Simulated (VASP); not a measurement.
The system is AlBAs2.

```
B As Al
1.0
     3.56491    0.00000    0.00000
     0.00000    3.56491    0.00000
     0.00000    0.00000    5.04154
B As Al
1 2 1
Direct
  0.00000 0.00000 0.00000
  0.00000 0.50000 0.25000
  0.50000 0.00000 0.75000
  0.50000 0.50000 0.50000
```

- Program: VASP 6.6.1
- Task: relaxation of cell and atoms
- Functional: PBE
- Potentials or basis: VASP PAW PBE potentials, release 64 (B, As, Al)
- Cutoff: 600 eV
- k mesh: 6 × 6 × 6
- Occupations: fermi-dirac, width 0.02 eV
- Spin: no spin polarisation

At the start: pressure 23.6 GPa; volume 16.02 Å³/atom.

How do energy, volume and symmetry change on relaxing?

Over 13 steps the energy falls by 380.1 meV/atom and the volume is 18.55 Å³/atom (+15.8 %); space group P-4m2 (No. 115, to 0.05 Å).

Step by step:
```
step  energy change (eV)  largest force (eV/Å)  pressure (GPa)  volume (Å³)
   1              0.0000                4.8022           23.58        64.07
   2             -0.8900                0.7637          -10.56        88.50
   3             -1.4184                0.7096           -2.85        77.47
   4             -1.4195                0.7821           -2.42        77.09
   5             -1.4193                0.8356           -2.11        76.81
   6             -1.5016                0.2639           -0.29        74.70
   7             -1.5123                0.0379            0.73        73.70
   8             -1.5195                0.0753           -0.20        74.36
   9             -1.5196                0.0798           -0.32        74.45
  10             -1.5204                0.0031            0.05        74.13
  11             -1.5204                0.0096            0.02        74.16
  12             -1.5204                0.0110            0.02        74.16
  13             -1.5204                0.0026           -0.01        74.19
```

Final structure:
```xyz
4
Lattice="3.6873 0.0000 0.0000 0.0000 3.6873 0.0000 0.0000 0.0000 5.4564" Properties=species:S:1:pos:R:3 pbc="T T T"
B     0.0000    0.0000    0.0000
As    0.0000    1.8437    1.1555
As    1.8437    0.0000    4.3008
Al    1.8437    1.8437    2.7282
```

Caveat: the volume moved by over 15 % at a fixed basis, so the end points are rough.
